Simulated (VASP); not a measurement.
# Zr2Br (Fm-3m) in VASP: further runs, part 2 of 3

VASP 6.6.1.

### 3 Single point, PBE

This run uses another cell than the first one, of 30.28 Å³/atom, 1.297 times its volume.

Contents of INCAR:

```
SYSTEM = Zr2Br
PREC     = Accurate       ! precision mode
ENCUT    = 520            ! plane-wave cutoff, eV
EDIFF    = 1E-6           ! SCF threshold, eV
ISMEAR   = 0              ! smearing method
SIGMA    = 0.1            ! smearing width, eV
LREAL    = .FALSE.        ! projectors in reciprocal space
LASPH    = .TRUE.         ! aspherical terms in the spheres
NELM     = 100            ! most SCF steps
ALGO     = Normal         ! electronic algorithm
ISIF     = 2              ! what is computed and relaxed
LWAVE    = .FALSE.        ! write WAVECAR
LCHARG   = .FALSE.        ! write CHGCAR
GGA      = PE             ! functional
NBANDS   = 22             ! bands
```

Contents of KPOINTS:

```
Automatic mesh
0
G
  4 4 4
  0 0 0
```

Contents of POSCAR:

```
Zr2Br
1.0
    0.0000000000      3.5679935500      3.5679935500
    3.5679935500      0.0000000000      3.5679935500
    3.5679935500      3.5679935500      0.0000000000
Zr Br
2 1
Direct
    0.7500000000      0.7500000000      0.7500000000
    0.2500000000      0.2500000000      0.2500000000
    0.0000000000      0.0000000000      0.0000000000
```

Potentials or basis: VASP PAW PBE potentials, release 64 (Zr_sv, Br).

Launch:

```console
> cat potpaw_PBE.64/Zr_sv/POTCAR potpaw_PBE.64/Br/POTCAR > POTCAR
> mpirun -np 1 vasp_std > vasp.out
```

Wall time 46 s (1 thread of Intel Xeon 8259CL, shared host); peak memory 0.24 GiB.

Results (log left out):

| Quantity | Value |
| --- | --- |
| Free energy | -16.8147 eV |
| Pressure | -11.3 GPa |

Levels at points of the mesh, in eV from the Fermi level:
| k point | band 11 | band 12 | band 13 | band 14 | band 15 | band 16 | band 17 | band 18 | band 19 | band 20 |
| --- | --- | --- | --- | --- | --- | --- | --- | --- | --- | --- |
| (0.00, 0.00, 0.00) | -6.09 | -6.09 | -2.84 | -1.49 | -1.49 | 1.26 | 1.26 | 1.26 | 1.91 | 1.91 |
| (0.50, 0.00, 0.00) | -5.95 | -5.95 | -0.50 | -0.46 | -0.41 | -0.41 | 0.41 | 0.41 | 0.48 | 0.48 |
| (0.50, 0.50, 0.00) | -5.84 | -5.84 | -1.58 | -1.40 | -0.90 | 0.73 | 0.79 | 0.79 | 1.08 | 1.08 |

Caveat: the k points lie up to 0.38 Å⁻¹ apart; an odd number of electrons without spin polarisation forces a metal; a magnetic or distorted state may lie lower.

### 4 Relaxation of cell and atoms, PBE

This run uses another cell than the first one, of 30.28 Å³/atom, 1.297 times its volume.

Contents of INCAR:

```
SYSTEM = Zr2Br
ALGO = Normal
EDIFF = 1E-6
EDIFFG = -0.04
ENCUT = 600
GGA = PE
IBRION = 2
ISIF = 3
ISMEAR = 0
LASPH = .TRUE.
LCHARG = .FALSE.
LREAL = .FALSE.
LWAVE = .FALSE.
NELM = 100
NSW = 90
PREC = Accurate
SIGMA = 0.1
```

Contents of KPOINTS:

```
k-points
0
G
  4 4 4
  0 0 0
```

POSCAR is that of step 3.

Potentials or basis: VASP PAW PBE potentials, release 64 (Zr_sv, Br).

Launch:

```console
> cat potpaw_PBE.64/Zr_sv/POTCAR potpaw_PBE.64/Br/POTCAR > POTCAR
> mpirun -np 1 vasp_std > vasp.out
```

OUTCAR:

```text
SYSTEM = Zr2Br
   EDIFF = 1E-6
   EDIFFG = -0.04
   ENCUT = 600
   GGA = PE
   IBRION = 2
   ISIF = 3
   ISMEAR = 0
   LASPH = .TRUE.
   LREAL = .FALSE.
   NELM = 100
   NSW = 90
   PREC = Accurate

 ion  position               nearest neighbor table
   1  0.750  0.750  0.750-   3 3.09   3 3.09   3 3.09   3 3.09   2 3.57   2 3.57   2 3.57   2 3.57
                             2 3.57   2 3.57
   2  0.250  0.250  0.250-   3 3.09   3 3.09   3 3.09   3 3.09   1 3.57   1 3.57   1 3.57   1 3.57
                             1 3.57   1 3.57
   3  0.000  0.000  0.000-   1 3.09   1 3.09   1 3.09   1 3.09   2 3.09   2 3.09   2 3.09   2 3.09

  LATTYP: Found a face centered cubic cell.
 ALAT       =     7.1359871000

  Lattice vectors:

 A1 = (   0.0000000000,   3.5679935500,   3.5679935500)
 A2 = (   3.5679935500,   0.0000000000,   3.5679935500)
 A3 = (   3.5679935500,   3.5679935500,   0.0000000000)

Analysis of symmetry for initial positions (statically):
=====================================================================
 Subroutine PRICEL returns:
 Original cell was already a primitive cell.

 Routine SETGRP: Setting up the symmetry group for a
 face centered cubic supercell.

 Subroutine GETGRP returns: Found 48 space group operations
 (whereof 48 operations were pure point group operations)
 out of a pool of 48 trial point group operations.

The static configuration has the point symmetry O_h .

Analysis of symmetry for dynamics (positions and initial velocities):
[... 131 lines left out ...]
  volume of cell :       90.85
 maximum number of plane-waves:      3071
   NGX = 21   NGY = 21   NGZ = 21

--------------------------------------- Ionic step        1  -------------------------------------------

 number of electron      31.0000002 magnetization

 Free energy of the ion-electron system (eV)
  ---------------------------------------------------
  ext. energy  EPLUGINS =         0.00000000
  ---------------------------------------------------
  free energy    TOTEN  =       -16.81406531 eV

  energy without entropy =      -16.80707599  energy(sigma->0) =      -16.81057065

 E-fermi :   5.8464     XC(G=0):  -9.4762

 val. band max:        5.8254590817   @ k =   0.2500   0.2500   0.0000
 cond. band min:       5.9818089772   @ k =  -0.2500   0.2500   0.0000
 fundamental gap:      0.1563498955
 Fermi energy:         5.8463756090

 k-point     1 :       0.0000    0.0000    0.0000
  band No.  band energies     occupation
      1     -44.0983      2.00000
      2     -44.0638      2.00000
      3     -22.1269      2.00000
      4     -22.1269      2.00000
      5     -22.1269      2.00000
      6     -21.9912      2.00000
[... 238 lines left out ...]
--------------------------------------- Ionic step        3  -------------------------------------------

 number of electron      31.0000001 magnetization

 Free energy of the ion-electron system (eV)
  ---------------------------------------------------
  ext. energy  EPLUGINS =         0.00000000
  ---------------------------------------------------
  free energy    TOTEN  =       -17.76039773 eV

  energy without entropy =      -17.74821825  energy(sigma->0) =      -17.75430799

 E-fermi :   8.5949     XC(G=0): -10.6232

 val. band max:        8.5884821601   @ k =   0.2500   0.2500   0.0000
 cond. band min:       8.6854174874   @ k =  -0.2500   0.2500   0.0000
 fundamental gap:      0.0969353273
 Fermi energy:         8.5948535124

 k-point     1 :       0.0000    0.0000    0.0000
  band No.  band energies     occupation
      1     -40.9387      2.00000
      2     -40.8243      2.00000
      3     -19.1187      2.00000
      4     -19.1187      2.00000
      5     -19.1187      2.00000
      6     -18.7884      2.00000
[... 195 lines left out ...]
  FREE ENERGIE OF THE ION-ELECTRON SYSTEM (eV)
  ---------------------------------------------------
  free  energy   TOTEN  =       -17.7603977341 eV

  energy  without entropy=      -17.7482182486  energy(sigma->0) =      -17.75430799

 reached required accuracy - stopping structural energy minimisation
```

OSZICAR:

```text
N       E                     dE             d eps       ncg     rms          rms(c)
DAV:   1     0.297844355468E+03    0.29784E+03   -0.17288E+04   304   0.168E+03
DAV:   2     0.850210852883E+01   -0.28934E+03   -0.28403E+03   328   0.425E+02
DAV:   3    -0.157916108199E+02   -0.24294E+02   -0.23630E+02   554   0.924E+01
[... 33 lines left out ...]
DAV:   5    -0.177600771426E+02   -0.12152E-01   -0.37507E-02   475   0.978E-01    0.415E-01
DAV:   6    -0.177603605279E+02   -0.28339E-03   -0.16104E-03   358   0.332E-01    0.892E-02
DAV:   7    -0.177604010579E+02   -0.40530E-04   -0.18537E-04   499   0.842E-02    0.240E-02
DAV:   8    -0.177603985828E+02    0.24751E-05   -0.20405E-05   356   0.327E-02    0.843E-03
DAV:   9    -0.177603977341E+02    0.84872E-06   -0.18054E-06   236   0.715E-03
   3 F= -.17760398E+02 E0= -.17754308E+02  d E =-.946332E+00
```

Run time: 2.4 min. Hardware: 1 thread of Intel Xeon 8259CL, shared host; peak memory 0.25 GiB.

What came out:

| Item | Value |
| --- | --- |
| Free energy | -17.7604 eV |
| Relaxed volume | 23.26 Å³/atom |
| Relaxed cell | a = 4.621 Å, b = 4.621 Å, c = 4.621 Å, α = 60.00°, β = 60.00°, γ = 60.00° |
| Space group after relaxing (to 0.05 Å) | Fm-3m (No. 225) |
| Energy gained by relaxing | 315.4 meV/atom |
| Ionic steps | 3 |
| Pressure after relaxing | 0.0 GPa |

Step by step:
| step | energy change (eV) | largest force (eV/Å) | pressure (GPa) | volume (Å³) |
| --- | --- | --- | --- | --- |
| 1 | 0.0000 | 0.0000 | -11.26 | 90.85 |
| 2 | -0.8792 | 0.0000 | 5.46 | 65.64 |
| 3 | -0.9463 | 0.0000 | 0.03 | 69.77 |

Final structure:
```cif
data_structure
_symmetry_space_group_name_H-M 'P 1'
_symmetry_Int_Tables_number 1
_cell_length_a 4.6208
_cell_length_b 4.6208
_cell_length_c 4.6208
_cell_angle_alpha 60.000
_cell_angle_beta 60.000
_cell_angle_gamma 60.000
_cell_volume 69.77
loop_
_atom_site_label
_atom_site_type_symbol
_atom_site_fract_x
_atom_site_fract_y
_atom_site_fract_z
_atom_site_occupancy
Zr1 Zr 0.75000 0.75000 0.75000 1
Zr2 Zr 0.25000 0.25000 0.25000 1
Br1 Br 0.00000 0.00000 0.00000 1
```

Levels at points of the mesh, in eV from the Fermi level:
```
           k point  band 11  band 12  band 13  band 14  band 15  band 16  band 17  band 18  band 19
(0.00, 0.00, 0.00)    -7.45    -7.45    -2.79    -2.31    -2.31     1.85     1.85     1.85     2.44
(0.50, 0.00, 0.00)    -7.12    -7.12    -0.85    -0.79    -0.79    -0.12     0.35     0.35     0.47
(0.50, 0.50, 0.00)    -6.82    -6.82    -2.46    -1.86    -1.41     0.77     0.77     1.26     1.26
```

Caveat: the k points lie up to 0.42 Å⁻¹ apart in the final cell; the volume moved by over 15 % at a fixed basis, so the end points are rough; an odd number of electrons without spin polarisation forces a metal; a magnetic or distorted state may lie lower.

(Continued in part 3 of 3.)
